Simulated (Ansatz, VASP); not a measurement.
# Cu in VASP and in Ansatz

INCAR

```
PREC = Accurate
ENCUT = 520
EDIFF = 1E-6
ISMEAR = -1
SIGMA = 0.08
LREAL = F
LASPH = T
NELM = 60
ALGO = Normal
ISIF = 2
LWAVE = F
LCHARG = F
GGA = PS
NBANDS = 12
```

KPOINTS

```
regular mesh
0
Gamma
  19 19 19
```

The input POSCAR:

```
Cu
1.0
    0.0000000000      1.7830713297      1.7830713297
    1.7830713297      0.0000000000      1.7830713297
    1.7830713297      1.7830713297      0.0000000000
Cu
1
Direct
    0.0000000000      0.0000000000      0.0000000000
```

Input for Ansatz:

```yaml
crystal:
  lattice:
    - [0.0, 1.7830713297, 1.7830713297]
    - [1.7830713297, 0.0, 1.7830713297]
    - [1.7830713297, 1.7830713297, 0.0]
  atoms:
    - { symbol: Cu, position: [0.0, 0.0, 0.0] }
kpoints:
  mp_grid: { grid: [19, 19, 19] }
  band_path:
    path:
      - [0.0, 0.0, 0.0]
      - [0.5, 0.0, 0.5]
      - [0.625, 0.25, 0.625]
      - [0.375, 0.375, 0.75]
      - [0.0, 0.0, 0.0]
      - [0.5, 0.5, 0.5]
      - [0.5, 0.25, 0.75]
      - [0.5, 0.0, 0.5]
    npoints: 5
scf:
  occupations: { method: fermi_dirac, width: 0.08 }
hamiltonian:
  xc: pbesol
  pseudopotentials: { kind: all_electron, lapw: { basis_error: 0.00025 } }
output:
  forces: true
  stress: true
  eigenvalues: true
```

Change from the starting cell: volume scaled by 0.96.

Alike in both runs: task single point; functional PBEsol; k mesh 19 × 19 × 19; occupations fermi-dirac, width 0.08 eV; no spin polarisation.

|  | VASP | Ansatz |
| --- | --- | --- |
| version | VASP 6.6.1 | Ansatz 0.2.0 |
| potentials or method | VASP PAW PBE potentials, release 64 (Cu), cutoff 520 eV | all-electron LAPW, scalar-relativistic |

|  | VASP | Ansatz | Ansatz less VASP |
| --- | --- | --- | --- |
| pressure (GPa) | 0.3 | -0.4 | -0.73 |

VASP's potentials were made for PBE, not for PBEsol. Ansatz ran all-electron here, and VASP with PAW potentials.
